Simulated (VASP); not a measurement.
The system is BeS.

```
Be S
1.0
     0.00000    2.42500    2.42500
     2.42500    0.00000    2.42500
     2.42500    2.42500    0.00000
Be S
1 1
Direct
  0.00000 0.00000 0.00000
  0.25000 0.25000 0.25000
```

Base run:

```yaml
Program: VASP 6.6.1
Functional: PBE
Dispersion: D3(BJ)
Potentials_or_basis: VASP PAW PBE potentials, release 64 (Be, S)
Cutoff: 520 eV
k_mesh: 8 × 8 × 8
Occupations: gaussian, width 0.01 eV
Spin: no spin polarisation
```

Its results: band gap on the k mesh 3.11 eV, indirect (least direct gap 5.67 eV); pressure -2.0 GPa.

Task: After a change of settings the same cell gave: band gap on the k mesh 3.40 eV, indirect (least direct gap 5.67 eV); pressure -1.9 GPa. Which change was it?
A. k mesh from 8 × 8 × 8 to 6 × 6 × 6
B. k mesh from 8 × 8 × 8 to 5 × 5 × 5
C. k mesh from 8 × 8 × 8 to 3 × 3 × 3
D. k mesh from 8 × 8 × 8 to 4 × 4 × 4

Result: B.

Caveats: some runs use coarse meshes; three body term missing.
